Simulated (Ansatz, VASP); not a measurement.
**Two plane-wave programs on RbRe**

```
Rb Re
1.0
     4.02734    0.00000    0.00000
     0.00000    2.97761    0.00000
     0.00000    0.00000   11.10779
Rb Re
2 2
Direct
  0.75000 0.00000 0.71618
  0.25000 0.00000 0.28382
  0.75000 0.50000 0.05574
  0.25000 0.50000 0.94426
```

Alike in both runs: functional PBE; k mesh 4 × 6 × 4; occupations gaussian, width 0.1 eV; no spin polarisation.

Ansatz relaxed the structure, and its values are those at the end. VASP's run is a single point on that final structure, the one shown.

```csv
,VASP,Ansatz
version,VASP 6.6.1,Ansatz 0.2.0
potentials or method,"VASP PAW PBE potentials, release 64 (Rb_sv, Re_sv_GW), cutoff 560 eV","scalar-relativistic, plane waves, PAW"
valence electrons in the cell,48,48
```

```tsv
	VASP	Ansatz	Ansatz less VASP
gap on the k mesh at the Fermi level (eV)	none	none	-
pressure (GPa)	-0.2	0.0	+0.23
rms of the force components (eV/Å)	0.010	0.006	-0.0037
```

A gap of «none» marks a metal or a gap that the smearing closes. The functional is the same, so the differences come from potentials, cutoffs and numerics.

The k mesh is coarse, so the values compare programs but aren't converged. Neither program's run includes spin-orbit coupling.
